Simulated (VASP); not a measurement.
Set up this calculation in VASP 6.6.1, as the native input.

```
Task                   : single point
Functional             : PBE
Potentials or basis    : VASP PAW PBE potentials, release 64 (Li_sv, Be)
Cutoff                 : 750 eV
k mesh                 : 5 × 5 × 4
Occupations            : gaussian, width 0.2 eV
Spin                   : no spin polarisation
Dipole correction      : no
Further INCAR settings : ALGO = Normal; EDIFF = 1e-06; NBANDS = 14
```

The structure of LiBe4 lies in POSCAR:

```
LiBe4
1.0
    3.9686704693      0.0000000000      0.0000000000
    0.0000000000      3.9686704693      0.0000000000
    0.0000000000      0.0000000000      4.7179467196
Li Be
1 4
Direct
    0.0000000000      0.0000000000      0.8494852979
    0.7503011610      0.7503011610      0.3495517605
    0.2496988390      0.2496988390      0.3495517605
    0.2496988390      0.7503011610      0.3495517605
    0.7503011610      0.2496988390      0.3495517605
```

The cell was generated, and may not be a known phase.

The input as run:

INCAR

```
SYSTEM = LiBe4
PREC = Accurate
ENCUT = 750
EDIFF = 1E-6
ISMEAR = 0
SIGMA = 0.2
LREAL = .FALSE.
LASPH = .TRUE.
NELM = 120
ALGO = Normal
ISIF = 2
LWAVE = .FALSE.
LCHARG = .FALSE.
GGA = PE
NBANDS = 14
GGA_COMPAT = .FALSE.
```

KPOINTS

```
regular mesh
0
G
  5 5 4
  0 0 0
```

Potentials or basis: VASP PAW PBE potentials, release 64 (Li_sv, Be).

Command:

```console
$ cat potpaw_PBE.64/Li_sv/POTCAR potpaw_PBE.64/Be/POTCAR > POTCAR
$ mpirun -np 1 vasp_std > vasp.out
```

It gave:

The pressure is 0.1 GPa, the largest force is 0.007 eV/Å and the band gap on the k mesh is zero (an odd number of electrons rules out a gap without spin polarisation).

It took 36 s on 1 thread of Intel Xeon 8259CL, with other jobs on the host, peak memory 0.23 GiB.
